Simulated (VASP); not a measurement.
# MnO in VASP: a series of runs, part 2 of 2

VASP 6.6.1.

**4. Single point, PBE, collinear spin, antiferromagnetic start**

Contents of INCAR:

```
SYSTEM = MnO
ALGO     = Normal         ! electronic algorithm
EDIFF    = 1E-6           ! SCF threshold, eV
ENCUT    = 600            ! plane-wave cutoff, eV
GGA      = PE             ! functional
GGA_COMPAT= .FALSE.      
ISIF     = 2              ! what is computed and relaxed
ISMEAR   = 0              ! smearing method
ISPIN    = 2              ! spin polarisation
LASPH    = .TRUE.         ! aspherical terms in the spheres
LCHARG   = .FALSE.        ! write CHGCAR
LMAXMIX  = 4              ! l up to which the mixer works
LORBIT   = 11             ! projections on sites
LREAL    = .FALSE.        ! projectors in reciprocal space
LWAVE    = .FALSE.        ! write WAVECAR
MAGMOM   = 4.34 -4.34 0 0 ! initial moments
NBANDS   = 31             ! bands
NELM     = 200            ! most SCF steps
PREC     = Accurate       ! precision mode
SIGMA    = 0.05           ! smearing width, eV
```

Contents of KPOINTS:

```
k-points
0
G
  12 12 8
  0 0 0
```

Contents of POSCAR:

```
MnO
1.0
    3.0779632574      0.0000000000      0.0000000000
   -1.5389816287      2.6655943729      0.0000000000
    0.0000000000      0.0000000000      5.2995560115
Mn O
2 2
Direct
    0.0000000000      0.0000000000      0.0000000000
    0.0000000000      0.0000000000      0.5000000000
    0.3333333333      0.6666666667      0.2499993605
    0.6666666667      0.3333333333      0.7500006395
```

Potentials or basis: VASP PAW PBE potentials, release 64 (Mn_pv, O).

On the command line:

```
> cat potpaw_PBE.64/Mn_pv/POTCAR potpaw_PBE.64/O/POTCAR > POTCAR
> mpirun -np 1 vasp_std > vasp.out
```

OUTCAR:

```text
SYSTEM = MnO
   EDIFF = 1E-6
   ENCUT = 600
   GGA = PE
   ISIF = 2
   ISMEAR = 0
   ISPIN = 2
   LASPH = .TRUE.
   LORBIT = 11
   LREAL = .FALSE.
   NELM = 200
   PREC = Accurate

 ion  position               nearest neighbor table
   1  0.000  0.000  0.000-   3 2.22   4 2.22   4 2.22   3 2.22   4 2.22   3 2.22   2 2.65   2 2.65

   2  0.000  0.000  0.500-   3 2.22   4 2.22   4 2.22   3 2.22   4 2.22   3 2.22   1 2.65   1 2.65

   3  0.333  0.667  0.250-   1 2.22   1 2.22   1 2.22   2 2.22   2 2.22   2 2.22
   4  0.667  0.333  0.750-   1 2.22   1 2.22   1 2.22   2 2.22   2 2.22   2 2.22

  LATTYP: Found a hexagonal cell.
 ALAT       =     3.0779632574
 C/A-ratio  =     1.7217736433

  Lattice vectors:

 A1 = (   3.0779632574,   0.0000000000,   0.0000000000)
 A2 = (  -1.5389816287,   2.6655943729,   0.0000000000)
 A3 = (   0.0000000000,   0.0000000000,   5.2995560115)

Analysis of symmetry for initial positions (statically):
=====================================================================
 Subroutine PRICEL returns:
 Original cell was already a primitive cell.

[... 1836 lines left out ...]
     31      21.1881      0.00000

 [... further k-points ...]
[... 5 lines left out ...]
  --------------------------------------------------------------------------------------
  -------------------------------------------------------------------------------------
  Total       -0.0253481     -0.0253481      0.0036247      0.0000000      0.0000000      0.0000000
  in kB       -0.9340249     -0.9340249      0.1335642      0.0000000      0.0000000      0.0000000
  external PRESSURE =      -0.5781619 kB  Pullay stress =       0.0000000 kB

 VOLUME and BASIS-vectors are now :
 -----------------------------------------------------------------------------
  energy-cutoff  :      600.00
  volume of cell :       43.48
      direct lattice vectors                 reciprocal lattice vectors
     3.077963257  0.000000000  0.000000000     0.324890168  0.187575426  0.000000000
    -1.538981629  2.665594373  0.000000000     0.000000000  0.375150852  0.000000000
     0.000000000  0.000000000  5.299556011     0.000000000  0.000000000  0.188695053

 POSITION                                       TOTAL-FORCE (eV/Angst)
 -----------------------------------------------------------------------------------
      0.00000      0.00000      0.00000         0.000000     -0.000000      0.000000
      0.00000      0.00000      2.64978         0.000000     -0.000000      0.000000
     -0.00000      1.77706      1.32489        -0.000000      0.000000     -0.000000
      1.53898      0.88853      3.97467         0.000000      0.000000     -0.000000
 -----------------------------------------------------------------------------------
    total drift:                               -0.000000      0.000000      0.000000

  FREE ENERGIE OF THE ION-ELECTRON SYSTEM (eV)
  ---------------------------------------------------
  free  energy   TOTEN  =       -32.8862152451 eV

  energy  without entropy=      -32.8862152451  energy(sigma->0) =      -32.88621525

 total charge

# of ion       s       p       d       tot
------------------------------------------
    1        0.210   6.188   5.009  11.407
    2        0.210   6.188   5.009  11.407
    3        1.558   3.409   0.000   4.968
    4        1.558   3.409   0.000   4.968
--------------------------------------------------
tot          3.536  19.196  10.018  32.750

 magnetization (x)

# of ion       s       p       d       tot
------------------------------------------
    1        0.015   0.012   4.192   4.219
    2       -0.015  -0.012  -4.192  -4.219
    3        0.000   0.000   0.000   0.000
    4        0.000   0.000   0.000   0.000
--------------------------------------------------
tot         -0.000   0.000   0.000   0.000
```

stdout:

```text
POSCAR found type information on POSCAR MnO
 POSCAR found :  2 types and       4 ions
 scaLAPACK will be used
 LDA part: xc-table for (Slater+PW92), standard interpolation
 POSCAR, INCAR and KPOINTS ok, starting setup
 FFT: planning ... GRIDC
 FFT: planning ... GRID_SOFT
 FFT: planning ... GRID
 WAVECAR not read
 entering main loop
```

Run time: 8.9 min. Hardware: 1 thread of Intel Xeon 8259CL, shared host; peak memory 0.35 GiB.

Results:

```
Free energy                                           : -32.8862 eV
Pressure                                              : -0.1 GPa
Band gap on the k mesh                                : 0.88 eV, direct
Net moment                                            : 0.00 μB per cell
Site moments                                          : Mn +4.22, -4.22; O +0.00 μB
Valence electrons inside the program's atomic spheres : Mn 11.41; O 4.97
```

Stress tensor (GPa, compression positive):
```
-0.09  0.00  0.00
 0.00 -0.09  0.00
 0.00  0.00  0.01
```

Levels at points of the mesh, in eV from the valence-band top:
Spin up:
| k point | band 15 | band 16 | band 17 | band 18 | band 19 | band 20 | band 21 | band 22 | band 23 | band 24 |
| --- | --- | --- | --- | --- | --- | --- | --- | --- | --- | --- |
| (0.00, 0.00, 0.00) | -2.67 | -2.09 | -2.09 | -0.69 | -0.69 | 0.96 | 2.18 | 2.18 | 2.24 | 3.32 |
| (0.50, 0.00, 0.00) | -2.80 | -1.37 | -1.25 | -0.44 | -0.30 | 1.25 | 2.91 | 2.97 | 3.58 | 3.62 |
| (0.00, 0.00, 0.50) | -2.04 | -2.04 | -1.97 | -0.06 | -0.06 | 1.33 | 2.01 | 2.01 | 3.17 | 3.17 |
| (0.50, 0.00, 0.50) | -2.58 | -1.37 | -1.19 | -0.09 | 0.00 | 0.88 | 2.69 | 2.96 | 3.32 | 3.37 |
Spin down:
```tsv
k point	band 16	band 17	band 18	band 19	band 20	band 21	band 22	band 23
(0.00, 0.00, 0.00)	-2.09	-2.09	-0.69	-0.69	0.96	2.18	2.18	2.24
(0.50, 0.00, 0.00)	-1.37	-1.25	-0.44	-0.30	1.25	2.91	2.97	3.58
(0.00, 0.00, 0.50)	-2.04	-1.97	-0.05	-0.05	1.33	2.01	2.01	3.17
(0.50, 0.00, 0.50)	-1.37	-1.19	-0.09	0.00	0.88	2.69	2.96	3.32
```

**5. Overview**

```tsv
level	cell	cutoff (eV)	gap on the mesh (eV)	pressure (GPa)	moment (μB)
PBE	a = 3.078, b = 3.078, c = 5.300 Å, angles 90.5, 90.0, 120.0°, 4 atoms	520	0.83	0.1	0.00
r2SCAN	a = 3.078, b = 3.078, c = 5.300 Å, angles 90.0, 90.0, 120.0°, 4 atoms	520	1.81	-1.1	0.00
PBE	a = 3.078, b = 3.078, c = 5.300 Å, angles 90.0, 90.0, 120.0°, 4 atoms	600	0.88	-0.1	0.00
```

Alike in all rows: task single point; potentials or basis VASP PAW PBE potentials, release 64 (Mn_pv, O); spin collinear, antiferromagnetic start; k mesh 12 × 12 × 8; smearing gaussian 0.05 eV.

Caveats: the PAW data sets were made with another functional, which shifts forces and pressure a little (some runs).

Total energies depend on the potentials used, so only differences within one code and one set of settings carry meaning.
